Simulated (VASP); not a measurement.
Set up this calculation in VASP 6.6.1, as the native input.

| Property | Result |
| --- | --- |
| Task | single point |
| Functional | PBE |
| Potentials or basis | VASP PAW PBE potentials, release 64 (Pt) |
| Cutoff | 500 eV |
| k mesh | 24 × 24 × 24 |
| Occupations | gaussian, width 0.15 eV |
| Spin | no spin polarisation |
| Dipole correction | no |
| Further INCAR settings | ALGO = Normal; EDIFF = 1e-06; NBANDS = 17 |

The structure of Pt lies in POSCAR:

```
Pt
1.0
    0.0000000000     -1.9850550544     -1.9850550544
   -1.9850550544      0.0000000000     -1.9850550544
    1.9850550544      1.9850550544     -3.9701101089
Pt
2
Direct
    0.5061698282      0.5061698282      0.5000000000
   -0.0061698282     -0.0061698282      0.0000000000
```

This cell differs from its parent crystal: atoms displaced along a vibrational mode.

The input as run:

INCAR

```
ALGO = Normal ; EDIFF = 1E-6
ENCUT = 500 ; GGA = PE
GGA_COMPAT = F ; ISIF = 2
ISMEAR = 0 ; LASPH = T
LCHARG = T ; LELF = T
LREAL = F ; LVHAR = T
LWAVE = F ; NBANDS = 17
NELM = 120 ; PREC = Accurate
SIGMA = 0.15
```

KPOINTS

```
k-points
0
Gamma
  24 24 24
```

Potentials or basis: VASP PAW PBE potentials, release 64 (Pt).

Run with:

```console
$ cat potpaw_PBE.64/Pt/POTCAR > POTCAR
$ mpirun -np 1 vasp_std > vasp.out
```

It gave:

```
Pressure               : -0.3 GPa
Largest force          : 0.169 eV/Å
Band gap on the k mesh : zero (bands 10 and 11 overlap by 1.72 eV)
```

Caveat: the cell differs from its parent crystal (atoms displaced along a vibrational mode); spin-orbit coupling is left out, which moves the levels of the heavy elements.

It took 18 min on 1 thread of Oxide Virtual Turin-like Processor (shared host), peak memory 1.4 GiB.
